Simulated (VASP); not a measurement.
MgH5W:

```
Mg H W
1.0
     3.32093    0.00000    0.00000
     0.00000    3.32093    0.00000
     0.00000    0.00000    5.82737
Mg H W
1 5 1
Direct
  0.50000 0.50000 0.00000
  0.00000 0.50000 0.28396
  0.00000 0.50000 0.71604
  0.50000 0.00000 0.28396
  0.50000 0.00000 0.71604
  0.00000 0.00000 0.00000
  0.00000 0.00000 0.50000
```

| Quantity | Value |
| --- | --- |
| Program | VASP 6.6.1 |
| Task | relaxation of cell and atoms |
| Functional | PBE |
| Potentials or basis | VASP PAW PBE potentials, release 64 (Mg, H, W_sv) |
| Cutoff | 600 eV |
| k mesh | 6 × 6 × 4 |
| Occupations | gaussian, width 0.1 eV |
| Spin | no spin polarisation |

At the start: pressure -21.8 GPa; volume 9.18 Å³/atom.

Task: Where does the relaxation end?

Result: Over 16 steps the energy falls by 267.9 meV/atom and the volume is 7.64 Å³/atom (-16.8 %); space group P4/mmm (No. 123, to 0.05 Å).

Step by step:
| step | energy change (eV) | largest force (eV/Å) | pressure (GPa) | volume (Å³) |
| --- | --- | --- | --- | --- |
| 1 | 0.0000 | 1.0492 | -21.76 | 64.27 |
| 2 | -1.3004 | 0.4091 | -8.08 | 53.35 |
| 3 | -1.4202 | 0.0746 | 0.18 | 50.05 |
| 4 | -1.4210 | 0.0407 | 1.03 | 49.76 |
| 5 | -1.4891 | 0.0257 | 1.67 | 49.75 |
| 6 | -1.7117 | 0.0183 | 4.03 | 49.58 |
| 7 | -1.6274 | 0.0585 | 12.43 | 48.64 |
| 8 | -1.7964 | 0.0358 | 6.92 | 49.28 |
| 9 | -1.8421 | 0.1268 | 2.79 | 50.82 |
| 10 | -1.8456 | 0.1928 | 1.39 | 51.42 |
| 11 | -1.8558 | 0.1697 | 0.75 | 51.78 |
| 12 | -1.8659 | 0.1166 | -0.65 | 52.63 |
| 13 | -1.8695 | 0.0490 | 0.21 | 52.51 |
| 14 | -1.8701 | 0.0054 | 0.77 | 52.43 |
| 15 | -1.8726 | 0.0032 | 0.55 | 52.70 |
| 16 | -1.8756 | 0.0021 | 0.02 | 53.48 |

Final structure:
```
Mg H W
1.0
     2.88674    0.00000    0.00000
     0.00000    2.88674    0.00000
     0.00000    0.00000    6.41732
Mg H W
1 5 1
Direct
  0.50000 0.50000 0.00000
  0.00000 0.50000 0.31077
  0.00000 0.50000 0.68923
  0.50000 0.00000 0.31077
  0.50000 0.00000 0.68923
  0.00000 0.00000 0.00000
  0.00000 0.00000 0.50000
```

Caveat: the volume moved by over 15 % at a fixed basis, so the end points are rough.
